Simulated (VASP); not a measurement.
# Mo (Fm-3m) in VASP: notebook, part 2 of 2

VASP 6.6.1. The steps go on from the part before.

**5. Single point, PBE**

This run uses another cell than the first one, of 16.36 Å³/atom, 1.136 times its volume.

Contents of INCAR:

```
SYSTEM = Mo
PREC = Accurate ; ENCUT = 520
EDIFF = 1E-6 ; ISMEAR = 0
SIGMA = 0.05 ; LREAL = .False.
LASPH = .True. ; NELM = 100
ALGO = Normal ; ISIF = 2
LWAVE = .False. ; LCHARG = .False.
GGA = PE ; NBANDS = 13
```

Contents of KPOINTS:

```
regular mesh
0
Gamma
  10 10 10
  0 0 0
```

Contents of POSCAR:

```
Mo
1.0
    0.0000000000      2.0150000000      2.0150000000
    2.0150000000      0.0000000000      2.0150000000
    2.0150000000      2.0150000000      0.0000000000
Mo
1
Direct
    0.0000000000      0.0000000000      0.0000000000
```

Run with:

```
cat potpaw_PBE.64/Mo_sv/POTCAR > POTCAR
mpirun -np 1 vasp_std > vasp.out
```

Run time: 3.7 s. Hardware: 1 thread of Intel Xeon 6975P-C (Granite Rapids), shared host; peak memory 0.14 GiB.

It converged, with:

```yaml
Free_energy: -10.5101 eV
Pressure: -4.9 GPa
Band_gap_on_the_k_mesh: zero (band 7 reaches 15.35 eV, above the bottom of band 8 at 10.80 eV)
```

Levels at points of the mesh, in eV from the Fermi level:
```tsv
k point	band 3	band 4	band 5	band 6	band 7	band 8	band 9	band 10	band 11	band 12
(0.00, 0.00, 0.00)	-34.13	-34.13	-6.71	-0.71	-0.71	-0.71	1.89	1.89	13.05	18.20
(0.50, 0.00, 0.00)	-34.29	-34.29	-4.53	-0.89	-0.89	1.44	3.88	3.88	10.76	12.72
(0.50, 0.50, 0.00)	-34.56	-34.56	-4.85	-4.18	3.84	3.87	4.45	4.45	12.27	12.27
```

**6. Single point, PBE**

This run uses another cell than the first one, of 17.02 Å³/atom, 1.182 times its volume.

Contents of INCAR:

```
ALGO     = Normal         # electronic algorithm
EDIFF    = 1E-7           # SCF threshold, eV
ENCUT    = 520            # plane-wave cutoff, eV
GGA      = PE             # functional
ISIF     = 2              # what is computed and relaxed
ISMEAR   = 0              # smearing method
LASPH    = T              # aspherical terms in the spheres
LCHARG   = F              # write CHGCAR
LREAL    = F              # projectors in reciprocal space
LWAVE    = F              # write WAVECAR
NBANDS   = 13             # bands
NELM     = 100            # most SCF steps
PREC     = Accurate       # precision mode
SIGMA    = 0.05           # smearing width, eV
```

Contents of KPOINTS:

```
k-points
0
Gamma
  10 10 10
```

Contents of POSCAR:

```
Mo
1.0
    0.0000000000      2.0415161987      2.0415161987
    2.0415161987      0.0000000000      2.0415161987
    2.0415161987      2.0415161987      0.0000000000
Mo
1
Direct
    0.0000000000      0.0000000000      0.0000000000
```

Potentials or basis: VASP PAW PBE potentials, release 64 (Mo_sv).

Run with:

```
cat potpaw_PBE.64/Mo_sv/POTCAR > POTCAR
mpirun -np 1 vasp_std > vasp.out
```

OUTCAR:

```text
EDIFF = 1E-7
   ENCUT = 520
   GGA = PE
   ISIF = 2
   ISMEAR = 0
   LASPH = T
   LREAL = F
   NELM = 100
   PREC = Accurate

 ion  position               nearest neighbor table
   1  0.000  0.000  0.000-

  LATTYP: Found a face centered cubic cell.
 ALAT       =     4.0830323974

  Lattice vectors:

 A1 = (   0.0000000000,   2.0415161987,   2.0415161987)
 A2 = (   2.0415161987,   0.0000000000,   2.0415161987)
 A3 = (   2.0415161987,   2.0415161987,   0.0000000000)

Analysis of symmetry for initial positions (statically):
=====================================================================
 Subroutine PRICEL returns:
 Original cell was already a primitive cell.

 Routine SETGRP: Setting up the symmetry group for a
 face centered cubic supercell.

 Subroutine GETGRP returns: Found 48 space group operations
 (whereof 48 operations were pure point group operations)
 out of a pool of 48 trial point group operations.

The static configuration has the point symmetry O_h .

Analysis of symmetry for dynamics (positions and initial velocities):
=====================================================================
 Subroutine PRICEL returns:
 Original cell was already a primitive cell.

 Routine SETGRP: Setting up the symmetry group for a
 face centered cubic supercell.

 Subroutine GETGRP returns: Found 48 space group operations
 (whereof 48 operations were pure point group operations)
 out of a pool of 48 trial point group operations.

The dynamic configuration has the point symmetry O_h .

 Subroutine INISYM returns: Found 48 space group operations
 (whereof 48 operations are pure point group operations),
 and found     1 'primitive' translations

----------------------------------------------------------------------------------------

                                     Primitive cell

  volume of cell :      17.0172

  direct lattice vectors                    reciprocal lattice vectors
     0.000000000  2.041516199  2.041516199    -0.244916009  0.244916009  0.244916009
     2.041516199  0.000000000  2.041516199     0.244916009 -0.244916009  0.244916009
     2.041516199  2.041516199  0.000000000     0.244916009  0.244916009 -0.244916009

  length of vectors
     2.887139896  2.887139896  2.887139896     0.424206971  0.424206971  0.424206971

  position of ions in fractional coordinates (direct lattice)
     0.000000000  0.000000000  0.000000000

  ion indices of the primitive-cell ions
   primitive index   ion index
                 1           1

----------------------------------------------------------------------------------------

 KPOINTS: k-points

Automatic generation of k-mesh.
 Grid dimensions read from file:
 generate k-points for:   10   10   10

 Generating k-lattice:

  Cartesian coordinates                     Fractional coordinates (reciprocal lattice)
    -0.024491601  0.024491601  0.024491601     0.100000000  0.000000000  0.000000000
     0.024491601 -0.024491601  0.024491601     0.000000000  0.100000000  0.000000000
     0.024491601  0.024491601 -0.024491601     0.000000000  0.000000000  0.100000000

  Length of vectors
     0.042420697  0.042420697  0.042420697

  Shift w.r.t. Gamma in fractional coordinates (k-lattice)
     0.000000000  0.000000000  0.000000000

 Subroutine IBZKPT returns following result:
 ===========================================

 Found     47 irreducible k-points:

 Following reciprocal coordinates:
            Coordinates               Weight
  0.000000  0.000000  0.000000      1.000000
  0.100000  0.000000  0.000000      8.000000
  0.200000  0.000000  0.000000      8.000000
  0.300000  0.000000  0.000000      8.000000
  0.400000  0.000000  0.000000      8.000000
  0.500000  0.000000  0.000000      4.000000
[... 16 lines left out ...]
  0.300000  0.300000  0.000000      6.000000
  0.400000  0.300000  0.000000     24.000000
 [... further k-points ...]
   k-points           NKPTS =     47   k-points in BZ     NKDIM =     47   number of bands    NBANDS=     13
   number of dos      NEDOS =    301   number of ions     NIONS =      1
   total plane-waves  NPLWV =  13824
   dimension x,y,z NGX =    24 NGY =   24 NGZ =   24
   dimension x,y,z NGXF=    48 NGYF=   48 NGZF=   48
   ions per type =               1
   NGX,Y,Z   is equivalent  to a cutoff of  13.82, 13.82, 13.82 a.u.
   NGXF,Y,Z  is equivalent  to a cutoff of  27.64, 27.64, 27.64 a.u.
 SYSTEM =  unknown system
   PREC   = accura    normal or accurate (medium, high low for compatibility)
   ISTART =      0    job   : 0-new  1-cont  2-samecut
   ICHARG =      2    charge: 1-file 2-atom 10-const
   ISPIN  =      1    spin polarized calculation?
   LNONCOLLINEAR =      F non collinear calculations
   LSORBIT =      F    spin-orbit coupling
   LASPH  =      T    aspherical Exc in radial PAW
   ENCUT  =  520.0 eV  38.22 Ry    6.18 a.u.   5.37  5.37  5.37*2*pi/ulx,y,z
   NELM   =    100;   NELMIN=  2; NELMDL= -5     # of ELM steps
   EDIFF  = 0.1E-06   stopping-criterion for ELM
   LREAL  =      F    real-space projection
   EDIFFG = 0.1E-05   stopping-criterion for IOM
   NSW    =      0    number of steps for IOM
   IBRION =     -1    ionic relax: 0-MD 1-quasi-New 2-CG
   NFREE  =      0    steps in history (QN), initial steepest desc. (CG)
   ISIF   =      2    stress and relaxation
   ISYM   =      2    0-nonsym 1-usesym 2-fastsym
   POTIM  = 0.5000    time-step for ionic-motion
   TEBEG  =    0.0;   TEEND  =   0.0 temperature during run
   PSTRESS=    0.0 pullay stress
   NELECT =      14.0000    total number of electrons
   NUPDOWN=      -1.0000    fix difference up-down
   EMIN   =  10.00;   EMAX   =-10.00  energy-range for DOS
   EFERMI =   0.00;   METHOD = LEGACY
   ISMEAR =     0;   SIGMA  =   0.05  broadening in eV -4-tet -1-fermi 0-gaus
   EFERMI_NEDOS =   21; number of points for ismear=-14 and -15
   IALGO  =     38    algorithm
   IMIX   =      4    mixing-type and parameters
     AMIX     =   0.40;   BMIX     =  1.00
     AMIX_MAG =   1.60;   BMIX_MAG =  1.00
  volume/ion in A,a.u.               =      17.02       114.84
  Fermi-wavevector in a.u.,A,eV,Ry     =   1.533986  2.898813 32.016040  2.353113
  Thomas-Fermi vector in A             =   2.640977
   LORBIT       =      0    0 simple, 1 ext, 2 COOP (PROOUT), +10 PAW based schemes
   GGA     = PE    functional components
   LHFCALC =     F    Hartree Fock is set to
   AEXX    =    0.0000 exact exchange contribution
   IVDW    =     0    specifies the selected vdW correction
   LEPSILON=     F    determine dielectric tensor
   LRPA    =     F    only Hartree local field effects (RPA)
 non-spin polarized calculation
 Gauss-broadening in eV      SIGMA  =   0.05
  energy-cutoff  :      520.00
  volume of cell :       17.02
 maximum number of plane-waves:       471
 NGX is ok and might be reduce to    24
   NGX = 11   NGY = 11   NGZ = 11

 number of electron      14.0000001 magnetization

 Free energy of the ion-electron system (eV)
  ---------------------------------------------------
  ext. energy  EPLUGINS =         0.00000000
  ---------------------------------------------------
  free energy    TOTEN  =       -10.47405845 eV

  energy without entropy =      -10.47035074  energy(sigma->0) =      -10.47220459

 E-fermi :  10.9204     XC(G=0): -12.8971

 val. band max:       10.9071178041   @ k =   0.3000   0.1000   0.0000
 cond. band min:      10.9279271384   @ k =  -0.2000   0.1000   0.0000
 fundamental gap:      0.0208093342
 Fermi energy:        10.9204398781

 k-point     1 :       0.0000    0.0000    0.0000
  band No.  band energies     occupation
      1     -49.8455      2.00000
      2     -23.3051      2.00000
      3     -23.3051      2.00000
      4     -23.3051      2.00000
      5       4.3398      2.00000
      6      10.2631      2.00000
      7      10.2631      2.00000
      8      10.2631      2.00000
      9      12.7129      0.00000
     10      12.7129      0.00000
     11      23.9436      0.00000
     12      28.9043      0.00000
     13      28.9043      0.00000
[... 353 lines left out ...]
 k-point    24 :       0.4000    0.3000    0.0000
  band No.  band energies     occupation
      1     -49.6593      2.00000
      2     -24.1211      2.00000
      3     -23.6360      2.00000
      4     -23.6012      2.00000
      5       7.0109      2.00000
      6       7.6656      2.00000
      7      11.3462      0.00000
      8      12.9515      0.00000
      9      14.4394      0.00000
     10      14.4747      0.00000
     11      24.4652      0.00000
     12      25.8725      0.00000
     13      26.7833      0.00000

 [... further k-points ...]
[... 5 lines left out ...]
  --------------------------------------------------------------------------------------
  -------------------------------------------------------------------------------------
  Total       -1.3403587     -1.3403587     -1.3403587      0.0000000     -0.0000000      0.0000000
  in kB     -126.1952843   -126.1952843   -126.1952843      0.0000000     -0.0000000      0.0000000
  external PRESSURE =    -126.1952843 kB  Pullay stress =       0.0000000 kB

 VOLUME and BASIS-vectors are now :
 -----------------------------------------------------------------------------
  energy-cutoff  :      520.00
  volume of cell :       17.02
      direct lattice vectors                 reciprocal lattice vectors
     0.000000000  2.041516199  2.041516199    -0.244916009  0.244916009  0.244916009
     2.041516199  0.000000000  2.041516199     0.244916009 -0.244916009  0.244916009
     2.041516199  2.041516199  0.000000000     0.244916009  0.244916009 -0.244916009

 POSITION                                       TOTAL-FORCE (eV/Angst)
 -----------------------------------------------------------------------------------
      0.00000      0.00000      0.00000         0.000000      0.000000     -0.000000
 -----------------------------------------------------------------------------------
    total drift:                                0.000000      0.000000      0.000000

  FREE ENERGIE OF THE ION-ELECTRON SYSTEM (eV)
  ---------------------------------------------------
  free  energy   TOTEN  =       -10.4740584471 eV

  energy  without entropy=      -10.4703507359  energy(sigma->0) =      -10.47220459
```

It took 4.2 s on 1 thread of Intel Xeon 6975P-C (Granite Rapids), shared host; peak memory 0.14 GiB.

Results:

* Free energy: -10.4741 eV
* Pressure: -12.6 GPa
* Band gap on the k mesh: zero (band 7 reaches 14.55 eV, above the bottom of band 8 at 10.26 eV)

**7. Overview**

| cell | gap on the mesh (eV) | pressure (GPa) |
| --- | --- | --- |
| a = 2.731 Å, angles 60.0°, 1 atom | none | 31.9 |
| a = 2.772 Å, angles 60.0°, 1 atom | none | 16.7 |
| a = 2.811 Å, angles 60.0°, 1 atom | none | 4.7 |
| a = 2.850 Å, angles 60.0°, 1 atom | none | -4.9 |
| a = 2.887 Å, angles 60.0°, 1 atom | none | -12.6 |

Alike in all rows: task single point; level PBE; potentials or basis VASP PAW PBE potentials, release 64 (Mo_sv); no spin polarisation; k mesh 10 × 10 × 10; cutoff (eV) 520; smearing gaussian 0.05 eV.

Total energies depend on the potentials used, so only differences within one code and one set of settings carry meaning.
